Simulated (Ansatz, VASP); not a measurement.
CdS: VASP beside Ansatz

```xyz
4
Lattice="3.9244 0.0000 0.0000 0.0000 5.5482 0.0000 0.0000 0.0000 3.8466" Properties=species:S:1:pos:R:3 pbc="T T T"
Cd    1.9622    2.7741    0.9348
Cd    0.0000    0.0000    2.9118
S     1.9622    0.0000    0.9815
S     0.0000    2.7741    2.8651
```

Alike in both runs: task single point; functional r2SCAN; k mesh 6 × 4 × 6; occupations fermi-dirac, width 0.02 eV; no spin polarisation.

|  | VASP | Ansatz |
| --- | --- | --- |
| version | VASP 6.6.1 | Ansatz 0.2.0 |
| potentials or method | VASP PAW PBE potentials, release 64 (Cd, S), cutoff 520 eV | plane waves, PAW |
| valence electrons in the cell | 36 | 52 |

```csv
,VASP,Ansatz,Ansatz less VASP
pressure (GPa),-2.1,-2.5,-0.40
"traceless stress, the component that is largest in VASP (GPa)",0.99,0.98,-0.003
```

VASP's potentials were made for PBE, not for r2SCAN. With one functional, cell and mesh, what is left measures potentials, basis and numerics. VASP's potentials hold 36 valence electrons a cell and Ansatz's 52, so a difference there can come from the potentials and not from the codes.
